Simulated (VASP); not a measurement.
# P (P4/mmm) in VASP: a series of runs

The runs below take P through single point, relaxation of cell and atoms, with PBE.

Program: VASP 6.6.1. These are calculated values, not measurements. Logs are shortened: lines on timing, memory, paths and dates and some standing lists are left out, and cuts for length are marked.

## 1. The cell of the first run

The typed cell holds 1 atom: a = 2.447 Å, b = 2.447 Å, c = 2.440 Å, α = 90.00°, β = 90.00°, γ = 90.00°.

## 2. Single point, PBE

The input, INCAR:

```
PREC     = Accurate       # precision mode
ENCUT    = 520            # plane-wave cutoff, eV
EDIFF    = 1E-6           # SCF threshold, eV
ISMEAR   = 0              # smearing method
SIGMA    = 0.1            # smearing width, eV
LREAL    = F              # projectors in reciprocal space
LASPH    = T              # aspherical terms in the spheres
NELM     = 100            # most SCF steps
ALGO     = Normal         # electronic algorithm
ISIF     = 2              # what is computed and relaxed
LWAVE    = F              # write WAVECAR
LCHARG   = F              # write CHGCAR
GGA      = PE             # functional
NBANDS   = 8              # bands
```

The input, KPOINTS:

```
Automatic mesh
0
Gamma
  22 22 24
```

The input, POSCAR:

```
P
1.0
    2.4473183923      0.0000000000      0.0000000000
    0.0000000000      2.4473183923      0.0000000000
    0.0000000000      0.0000000000      2.4396686694
P
1
Direct
    0.5000000000      0.5000000000      0.0000000000
```

Potentials or basis: VASP PAW PBE potentials, release 64 (P).

Run with:

```sh
$ cat potpaw_PBE.64/P/POTCAR > POTCAR
$ mpirun -np 1 vasp_std > vasp.out
```

OUTCAR:

```text
PREC = Accurate
   ENCUT = 520
   EDIFF = 1E-6
   ISMEAR = 0
   LREAL = F
   LASPH = T
   NELM = 100
   ISIF = 2
   GGA = PE

 ion  position               nearest neighbor table
   1  0.500  0.500  0.000-

  LATTYP: Found a simple tetragonal cell.
 ALAT       =     2.4473183923
 C/A-ratio  =     0.9968742429

  Lattice vectors:

 A1 = (   2.4473183923,   0.0000000000,   0.0000000000)
 A2 = (   0.0000000000,   2.4473183923,   0.0000000000)
 A3 = (   0.0000000000,   0.0000000000,   2.4396686694)

Analysis of symmetry for initial positions (statically):
=====================================================================
 Subroutine PRICEL returns:
 Original cell was already a primitive cell.

 Routine SETGRP: Setting up the symmetry group for a
 simple tetragonal supercell.

 Subroutine GETGRP returns: Found 16 space group operations
 (whereof 16 operations were pure point group operations)
 out of a pool of 16 trial point group operations.

The static configuration has the point symmetry D_4h.

Analysis of symmetry for dynamics (positions and initial velocities):
=====================================================================
 Subroutine PRICEL returns:
 Original cell was already a primitive cell.

 Routine SETGRP: Setting up the symmetry group for a
 simple tetragonal supercell.

 Subroutine GETGRP returns: Found 16 space group operations
 (whereof 16 operations were pure point group operations)
 out of a pool of 16 trial point group operations.

The dynamic configuration has the point symmetry D_4h.

 Subroutine INISYM returns: Found 16 space group operations
 (whereof 16 operations are pure point group operations),
 and found     1 'primitive' translations

----------------------------------------------------------------------------------------

                                     Primitive cell

  volume of cell :      14.6121

  direct lattice vectors                    reciprocal lattice vectors
     2.447318392  0.000000000  0.000000000     0.408610503  0.000000000  0.000000000
     0.000000000  2.447318392  0.000000000     0.000000000  0.408610503  0.000000000
     0.000000000  0.000000000  2.439668669     0.000000000  0.000000000  0.409891725

  length of vectors
     2.447318392  2.447318392  2.439668669     0.408610503  0.408610503  0.409891725

  position of ions in fractional coordinates (direct lattice)
     0.500000000  0.500000000  0.000000000

  ion indices of the primitive-cell ions
[... 70 lines left out ...]
   LSORBIT =      F    spin-orbit coupling
   LASPH  =      T    aspherical Exc in radial PAW
   ENCUT  =  520.0 eV  38.22 Ry    6.18 a.u.   4.55  4.55  4.54*2*pi/ulx,y,z
   NELM   =    100;   NELMIN=  2; NELMDL= -5     # of ELM steps
   EDIFF  = 0.1E-05   stopping-criterion for ELM
   LREAL  =      F    real-space projection
   EDIFFG = 0.1E-04   stopping-criterion for IOM
   NSW    =      0    number of steps for IOM
   IBRION =     -1    ionic relax: 0-MD 1-quasi-New 2-CG
   NFREE  =      0    steps in history (QN), initial steepest desc. (CG)
   ISIF   =      2    stress and relaxation
   ISYM   =      2    0-nonsym 1-usesym 2-fastsym
   POTIM  = 0.5000    time-step for ionic-motion
   TEBEG  =    0.0;   TEEND  =   0.0 temperature during run
   PSTRESS=    0.0 pullay stress
   NELECT =       5.0000    total number of electrons
   NUPDOWN=      -1.0000    fix difference up-down
   EMIN   =  10.00;   EMAX   =-10.00  energy-range for DOS
   EFERMI =   0.00;   METHOD = LEGACY
   ISMEAR =     0;   SIGMA  =   0.10  broadening in eV -4-tet -1-fermi 0-gaus
   EFERMI_NEDOS =   21; number of points for ismear=-14 and -15
   IALGO  =     38    algorithm
   IMIX   =      4    mixing-type and parameters
     AMIX     =   0.40;   BMIX     =  1.00
     AMIX_MAG =   1.60;   BMIX_MAG =  1.00
  volume/ion in A,a.u.               =      14.61        98.61
  Fermi-wavevector in a.u.,A,eV,Ry     =   1.145058  2.163846 17.839392  1.311158
  Thomas-Fermi vector in A             =   2.281748
   LORBIT       =      0    0 simple, 1 ext, 2 COOP (PROOUT), +10 PAW based schemes
   GGA     = PE    functional components
   LHFCALC =     F    Hartree Fock is set to
   AEXX    =    0.0000 exact exchange contribution
   IVDW    =     0    specifies the selected vdW correction
   LEPSILON=     F    determine dielectric tensor
   LRPA    =     F    only Hartree local field effects (RPA)
 non-spin polarized calculation
 Gauss-broadening in eV      SIGMA  =   0.10
  energy-cutoff  :      520.00
  volume of cell :       14.61
 maximum number of plane-waves:       413
   NGX =  9   NGY =  9   NGZ =  9

 number of electron       4.9999999 magnetization

 Free energy of the ion-electron system (eV)
  ---------------------------------------------------
  ext. energy  EPLUGINS =         0.00000000
  ---------------------------------------------------
  free energy    TOTEN  =        -5.27367405 eV

  energy without entropy =       -5.27199471  energy(sigma->0) =       -5.27283438

 E-fermi :   9.5804     XC(G=0): -11.2633

 val. band max:        9.5750193102   @ k =   0.4545   0.2727   0.1667
 cond. band min:       9.5884208579   @ k =   0.4091   0.0000   0.2500
 fundamental gap:      0.0134015477
 Fermi energy:         9.5804104724

 k-point     1 :       0.0000    0.0000    0.0000
  band No.  band energies     occupation
      1      -6.8716      2.00000
      2      14.5486      0.00000
      3      14.5486      0.00000
      4      14.6787      0.00000
      5      16.3849      0.00000
      6      16.4198      0.00000
      7      23.8345      0.00000
      8      33.9510      0.00000
[... 243 lines left out ...]
 k-point    24 :       0.0909    0.0909    0.0000
  band No.  band energies     occupation
      1      -6.4969      2.00000
      2      11.7153      0.00000
      3      12.6346      0.00000
      4      14.9723      0.00000
      5      17.9104      0.00000
      6      19.8842      0.00000
      7      24.9629      0.00000
      8      31.1794      0.00000

 [... further k-points ...]
[... 5 lines left out ...]
  --------------------------------------------------------------------------------------
  -------------------------------------------------------------------------------------
  Total       -0.0247857     -0.0247857     -0.0232867      0.0000000      0.0000000     -0.0000000
  in kB       -2.7176896     -2.7176896     -2.5533269      0.0000000      0.0000000     -0.0000000
  external PRESSURE =      -2.6629020 kB  Pullay stress =       0.0000000 kB

 VOLUME and BASIS-vectors are now :
 -----------------------------------------------------------------------------
  energy-cutoff  :      520.00
  volume of cell :       14.61
      direct lattice vectors                 reciprocal lattice vectors
     2.447318392  0.000000000  0.000000000     0.408610503  0.000000000  0.000000000
     0.000000000  2.447318392  0.000000000     0.000000000  0.408610503  0.000000000
     0.000000000  0.000000000  2.439668669     0.000000000  0.000000000  0.409891725

 POSITION                                       TOTAL-FORCE (eV/Angst)
 -----------------------------------------------------------------------------------
      1.22366      1.22366      0.00000         0.000000      0.000000      0.000000
 -----------------------------------------------------------------------------------
    total drift:                               -0.000000     -0.000000      0.000000

  FREE ENERGIE OF THE ION-ELECTRON SYSTEM (eV)
  ---------------------------------------------------
  free  energy   TOTEN  =        -5.2736740526 eV

  energy  without entropy=       -5.2719947099  energy(sigma->0) =       -5.27283438
```

Run time: 24 s. Hardware: 1 thread of Intel Xeon 6975P-C (Granite Rapids), shared host; peak memory 0.19 GiB.

What came out:

- Free energy: -5.2737 eV
- Pressure: -0.3 GPa

Levels at points of the mesh, in eV from the Fermi level:
```tsv
k point	band 1	band 2	band 3	band 4	band 5	band 6	band 7	band 8
(0.00, 0.00, 0.00)	-16.45	4.97	4.97	5.10	6.80	6.84	14.25	24.37
(0.50, 0.00, 0.00)	-12.17	-8.62	7.76	7.89	9.37	14.33	14.45	16.73
(0.50, 0.50, 0.00)	-7.53	-5.25	-5.25	1.03	10.46	16.95	16.95	17.08
(0.00, 0.00, 0.50)	-12.11	-8.63	7.80	7.80	9.39	14.31	14.31	16.67
(0.50, 0.00, 0.50)	-7.46	-5.27	-5.21	1.03	10.38	16.82	16.88	17.09
(0.50, 0.50, 0.50)	-2.21	-2.14	-2.14	-1.69	4.69	4.69	4.74	11.00
```

## 3. Relaxation of cell and atoms, PBE

This run uses another cell than the first one, of 14.83 Å³/atom, 1.015 times its volume.

The input, INCAR:

```
PREC     = Accurate       # precision mode
ENCUT    = 600            # plane-wave cutoff, eV
EDIFF    = 1E-6           # SCF threshold, eV
ISMEAR   = 0              # smearing method
SIGMA    = 0.1            # smearing width, eV
LREAL    = False          # projectors in reciprocal space
LASPH    = True           # aspherical terms in the spheres
NELM     = 100            # most SCF steps
ALGO     = Normal         # electronic algorithm
ISIF     = 3              # what is computed and relaxed
LWAVE    = False          # write WAVECAR
LCHARG   = False          # write CHGCAR
GGA      = PE             # functional
IBRION   = 2              # ionic algorithm
NSW      = 100            # ionic steps
EDIFFG   = -0.01          # ionic threshold
```

The input, KPOINTS:

```
regular mesh
0
Gamma
  22 22 24
```

The input, POSCAR:

```
P
1.0
    2.5018447916      0.0000000000      0.0000000000
    0.0000000000      2.5018447916      0.0000000000
    0.0000000000      0.0000000000      2.3687453237
P
1
Direct
    0.5000000000      0.5000000000      0.0000000000
```

Potentials or basis: VASP PAW PBE potentials, release 64 (P).

Run with:

```sh
$ cat potpaw_PBE.64/P/POTCAR > POTCAR
$ mpirun -np 1 vasp_std > vasp.out
```

It took 71 s on 1 thread of Intel Xeon 6975P-C (Granite Rapids), shared host; peak memory 0.21 GiB.

The run converged. Its results:

* Free energy: -5.2739 eV
* Relaxed volume: 14.58 Å³/atom
* Relaxed cell: a = 2.445 Å, b = 2.445 Å, c = 2.439 Å, α = 90.00°, β = 90.00°, γ = 90.00°
* Space group after relaxing (to 0.05 Å): Pm-3m (No. 221)
* Energy gained by relaxing: 19.1 meV/atom
* Ionic steps: 6
* Pressure after relaxing: 0.0 GPa

Stress tensor (GPa, compression positive):
```
 0.05  0.00  0.00
 0.00  0.05  0.00
 0.00  0.00 -0.08
```

The path:
```tsv
step	energy change (eV)	largest force (eV/Å)	pressure (GPa)	volume (Å³)
1	0.0000	0.0000	-0.97	14.83
2	-0.0188	0.0000	-0.36	14.62
3	-0.0190	0.0000	-0.48	14.64
4	-0.0190	0.0000	-0.46	14.64
5	-0.0191	0.0000	0.22	14.55
6	-0.0191	0.0000	0.01	14.58
```

Final structure:
```yaml
crystal:
  lattice:
    - [2.44451, 0.00000, 0.00000]
    - [0.00000, 2.44451, 0.00000]
    - [0.00000, 0.00000, 2.43944]
  atoms:
    - { symbol: P, position: [0.50000, 0.50000, 0.00000] }
```

Levels at points of the mesh, in eV from the Fermi level:
| k point | band 1 | band 2 | band 3 | band 4 | band 5 | band 6 |
| --- | --- | --- | --- | --- | --- | --- |
| (0.00, 0.00, 0.00) | -16.47 | 5.00 | 5.00 | 5.08 | 6.81 | 6.83 |
| (0.50, 0.00, 0.00) | -12.17 | -8.64 | 7.80 | 7.89 | 9.37 | 14.35 |
| (0.50, 0.50, 0.00) | -7.51 | -5.26 | -5.26 | 1.02 | 10.48 | 17.11 |
| (0.00, 0.00, 0.50) | -12.13 | -8.64 | 7.83 | 7.83 | 9.39 | 14.34 |
| (0.50, 0.00, 0.50) | -7.46 | -5.27 | -5.23 | 1.02 | 10.43 | 16.86 |
| (0.50, 0.50, 0.50) | -2.20 | -2.15 | -2.15 | -1.66 | 4.69 | 4.69 |
